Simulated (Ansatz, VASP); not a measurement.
**Two plane-wave programs on MgTiC4N4**

```xyz
10
Lattice="6.2294 0.0000 0.0000 0.0000 6.2294 0.0000 0.0000 0.0000 6.2294" Properties=species:S:1:pos:R:3 pbc="T T T"
Mg    0.0000    0.0000    0.0000
Ti    3.1147    3.1147    3.1147
C     1.2585    1.2585    1.2585
C     1.2585    4.9709    4.9709
C     4.9709    1.2585    4.9709
C     4.9709    4.9709    1.2585
N     1.9363    1.9363    1.9363
N     1.9363    4.2930    4.2930
N     4.2930    1.9363    4.2930
N     4.2930    4.2930    1.9363
```

Alike in both runs: task single point; functional PBE; k mesh 2 × 2 × 2; occupations gaussian, width 0.1 eV; collinear spin.

|  | VASP | Ansatz |
| --- | --- | --- |
| version | VASP 6.6.1 | Ansatz 0.2.0 |
| potentials or method | VASP PAW PBE potentials, release 64 (Mg, Ti_sv, C, N), cutoff 520 eV | scalar-relativistic, plane waves, PAW |
| valence electrons in the cell | 50 | 58 |

VASP gave:

```
gap on the k mesh at the Fermi level (eV)                     : 0.70
least direct gap on the mesh (eV)                             : 0.90
pressure (GPa)                                                : 0.3
rms of the force components (eV/Å)                            : 0.176
net moment per atom (μB)                                      : 0.20
size of the moment on the site where the two differ most (μB) : 1.33
```

Q: Estimate Ansatz's values.

A: gap on the k mesh at the Fermi level (eV): 0.70; least direct gap on the mesh (eV): 0.90; pressure (GPa): 0.0; rms of the force components (eV/Å): 0.015; net moment per atom (μB): 0.20; size of the moment on the site where the two differ most (μB): 1.03.

Site moments also hang on the region over which each program counts them. Atom by atom the forces differ by 0.190 eV/Å (rms over components). One of these differences is far larger than is usual between the two programs; its cause wasn't traced. VASP's potentials hold 50 valence electrons a cell and Ansatz's 58, so a difference there can come from the potentials and not from the codes.

The k mesh is coarse, so the values compare programs but aren't converged. Noted on VASP's run: the standard files for N, O and F lose accuracy on very short bonds.
